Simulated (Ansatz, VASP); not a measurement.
**One calculation of Mg, two programs**

The input INCAR:

```
PREC     = Accurate       # precision mode
ENCUT    = 520            # plane-wave cutoff, eV
EDIFF    = 1E-7           # SCF threshold, eV
ISMEAR   = 0              # smearing method
SIGMA    = 0.027000000000000003 # smearing width, eV
LREAL    = F              # projectors in reciprocal space
LASPH    = T              # aspherical terms in the spheres
NELM     = 80             # most SCF steps
ALGO     = Fast           # electronic algorithm
ISIF     = 2              # what is computed and relaxed
LWAVE    = F              # write WAVECAR
LCHARG   = F              # write CHGCAR
GGA      = PE             # functional
NBANDS   = 12             # bands
```

KPOINTS

```
regular mesh
0
Gamma
  10 10 3
```

File POSCAR:

```
Mg
1.0
    3.1768261656      0.0000000000      0.0000000000
   -1.5884130828      2.7512121628      0.0000000000
    0.0000000000      0.0000000000     10.3188620100
Mg
4
Direct
    0.6666666667      0.3333333333      0.7500000000
    0.0000000000      0.0000000000      0.5000000000
    0.3333333333      0.6666666667      0.2500000000
    0.0000000000      0.0000000000      0.0000000000
```

input.yaml

```yaml
crystal:
  lattice:
    - [3.1768261656, 0.0, 0.0]
    - [-1.5884130828, 2.7512121628, 0.0]
    - [0.0, 0.0, 10.31886201]
  atoms:
    - { symbol: Mg, position: [0.6666666667, 0.3333333333, 0.75] }
    - { symbol: Mg, position: [0.0, 0.0, 0.5] }
    - { symbol: Mg, position: [0.3333333333, 0.6666666667, 0.25] }
    - { symbol: Mg, position: [0.0, 0.0, 0.0] }
hamiltonian:
  xc: pbe
  pseudopotentials: { kind: paw }
kpoints:
  mp_grid: { grid: [10, 10, 3] }
scf:
  occupations: { method: gaussian, width: 0.027 }
output:
  forces: true
  stress: true
  eigenvalues: true
  write_density: true
  write_potential: true
  elf: true
  volumetric_format: npy
```

Alike in both runs: task single point; functional PBE; k mesh 10 × 10 × 3; occupations gaussian, width 0.027 eV; no spin polarisation.

```csv
,VASP,Ansatz
version,VASP 6.6.1,Ansatz 0.2.0
potentials or method,"VASP PAW PBE potentials, release 64 (Mg)",Ansatz PAW
plane-wave cutoff (eV),520,420
valence electrons in the cell,8,40
```

|  | VASP | Ansatz | Ansatz less VASP |
| --- | --- | --- | --- |
| gap on the k mesh at the Fermi level (eV) | none | none | - |
| pressure (GPa) | 0.8 | 1.0 | +0.12 |
| traceless stress, the component that is largest in VASP (GPa) | 0.91 | 0.91 | 0.000 |

A gap of «none» marks a metal or a gap that the smearing closes. The functional is the same, so the differences come from potentials, cutoffs and numerics. VASP's potentials hold 8 valence electrons a cell and Ansatz's 40, so a difference there can come from the potentials and not from the codes.
